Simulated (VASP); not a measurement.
A run of VASP 6.6.1 is set up as follows.

File INCAR:

```
PREC = Accurate
ENCUT = 520
EDIFF = 1E-7
ISMEAR = -1
SIGMA = 0.1
LREAL = F
LASPH = T
NELM = 100
ALGO = Normal
ISIF = 2
LWAVE = F
LCHARG = F
GGA = PE
NBANDS = 27
```

File KPOINTS:

```
Automatic mesh
0
Gamma
  6 6 4
```

The input POSCAR:

```
AgBiTeSe
1.0
    4.0571727336      0.0000000000      0.0000000000
    0.0000000000      4.0571727336      0.0000000000
    0.0000000000      0.0000000000      6.0751005803
Ag Bi Te Se
1 1 1 1
Direct
    0.0000000000      0.0000000000      0.0000000000
    0.5000000000      0.5000000000      0.5000000000
    0.5000000000      0.5000000000      0.0000000000
    0.0000000000      0.0000000000      0.5000000000
```

Potentials or basis: VASP PAW PBE potentials, release 64 (Ag, Bi_d, Te, Se).

Command:

```console
$ cat potpaw_PBE.64/Ag/POTCAR potpaw_PBE.64/Bi_d/POTCAR potpaw_PBE.64/Te/POTCAR potpaw_PBE.64/Se/POTCAR > POTCAR
$ mpirun -np 1 vasp_std > vasp.out
```

**Question.** Predict the band gap on the k mesh.

**Answer.** Zero (bands 19 and 20 overlap by 0.70 eV).

**Question.** What does it give for the pressure?

**Answer.** 7.3 GPa.

Stress tensor (GPa, compression positive):
```
6.98 0.00 0.00
0.00 6.98 0.00
0.00 0.00 7.96
```

Caveat: the cell stands under pressure; spin-orbit coupling is left out, which moves the levels of the heavy elements.
